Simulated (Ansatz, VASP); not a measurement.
# SnPb3Se4: VASP beside Ansatz

```xyz
8
Lattice="-3.0909 3.0909 6.1813 3.0909 -3.0909 6.1813 3.0909 3.0909 -6.1813" Properties=species:S:1:pos:R:3 pbc="T T T"
Sn    0.0000    0.0000    0.0000
Pb    0.0000    3.0909    3.0906
Pb    3.0909    0.0000    3.0906
Pb    0.0000    0.0000    6.1813
Se    0.0000    3.0909    0.0000
Se    3.0909    0.0000    0.0000
Se    0.0000    0.0000    3.0424
Se    0.0000    0.0000    9.3201
```

Alike in both runs: task single point; functional PBE; k mesh 4 × 4 × 4; occupations gaussian, width 0.1 eV; no spin polarisation.

```csv
,VASP,Ansatz
version,VASP 6.6.1,Ansatz 0.2.0
potentials or method,"VASP PAW PBE potentials, release 64 (Sn_d, Pb_d, Se), cutoff 520 eV","scalar-relativistic, plane waves, PAW"
valence electrons in the cell,80,120
```

|  | VASP | Ansatz | Ansatz less VASP |
| --- | --- | --- | --- |
| gap on the k mesh at the Fermi level (eV) | none | none | - |
| pressure (GPa) | 0.0 | 0.0 | +0.02 |
| traceless stress, the component that is largest in VASP (GPa) | -0.31 | -0.31 | -0.001 |
| rms of the force components (eV/Å) | 0.006 | 0.006 | +0.0002 |

Atom by atom the forces differ by 0.000 eV/Å (rms over components). A gap of «none» marks a metal or a gap that the smearing closes. With one functional, cell and mesh, what is left measures potentials, basis and numerics. VASP's potentials hold 80 valence electrons a cell and Ansatz's 120, so a difference there can come from the potentials and not from the codes.

Spin-orbit coupling is off throughout.
